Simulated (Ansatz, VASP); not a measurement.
# Two plane-wave programs on MgSnO2

```
Mg Sn O
1.0
     5.17194    0.00000    0.00000
     0.00000    5.17194    0.00000
     0.00000    0.00000    7.08510
Mg Sn O
2 2 4
Direct
  0.50000 0.50000 0.00000
  0.50000 0.50000 0.50000
  0.00000 0.50000 0.50000
  0.50000 0.00000 0.00000
  0.00000 0.00000 0.25000
  0.00000 0.00000 0.75000
  0.50000 0.50000 0.25000
  0.50000 0.50000 0.75000
```

Alike in both runs: functional PBE; k mesh 8 × 8 × 6; occupations gaussian, width 0.1 eV; no spin polarisation.

Ansatz relaxed the structure, and its values are those at the end. VASP's run is a single point on that final structure, the one shown.

```csv
,VASP,Ansatz
version,VASP 6.6.1,Ansatz 0.2.0
potentials or method,"VASP PAW PBE potentials, release 64 (Mg, Sn_d, O), cutoff 520 eV","scalar-relativistic, plane waves, PAW"
valence electrons in the cell,56,72
```

|  | VASP | Ansatz | Ansatz less VASP |
| --- | --- | --- | --- |
| gap on the k mesh at the Fermi level (eV) | none | none | - |
| pressure (GPa) | 0.1 | 0.0 | -0.03 |

A gap of «none» marks a metal or a gap that the smearing closes. With one functional, cell and mesh, what is left measures potentials, basis and numerics. VASP's potentials hold 56 valence electrons a cell and Ansatz's 72, so a difference there can come from the potentials and not from the codes.
